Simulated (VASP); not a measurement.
SnSe2, 3 atoms in the cell. The structure is trigonal, space group P-3m1 (No. 164). The conventional cell has a = 3.815 Å, b = 3.815 Å, c = 6.335 Å, α = 90.00°, β = 90.00°, γ = 120.00°. Sn (site symmetry -3m) has 6 Se at 2.71 Å within 3.6 Å. Se (site symmetry 3m) has 3 Sn at 2.71 Å within 3.6 Å. 

| Property | Result |
| --- | --- |
| Program | VASP 6.6.1 |
| Task | relaxation of shape and atoms at fixed volume |
| Functional | PBE |
| Potentials or basis | VASP PAW PBE potentials, release 64 (Sn_d, Se) |
| Cutoff | 600 eV |
| k mesh | 12 × 12 × 4 |
| Occupations | gaussian, width 0.02 eV |
| Spin | no spin polarisation |
| Dipole correction | no |
| Further INCAR settings | ALGO = Normal; EDIFF = 1e-07; IBRION = 2; EDIFFG = -0.01; NSW = 50; ISIF = 4 |

Potentials or basis: VASP PAW PBE potentials, release 64 (Sn_d, Se).

The run is started by

```console
$ cat potpaw_PBE.64/Sn_d/POTCAR potpaw_PBE.64/Se/POTCAR > POTCAR
$ mpirun -np 1 vasp_std > vasp.out
```

Hardware: 1 thread of Intel Xeon 6975P-C (shared host).

Problem. How long does it take, and how much memory?

Solution. It took 6.2 min on 1 thread of Intel Xeon 6975P-C, with other jobs on the host, peak memory 0.3 GiB. Counts: scf iterations 54, k points 69, ion steps 6.
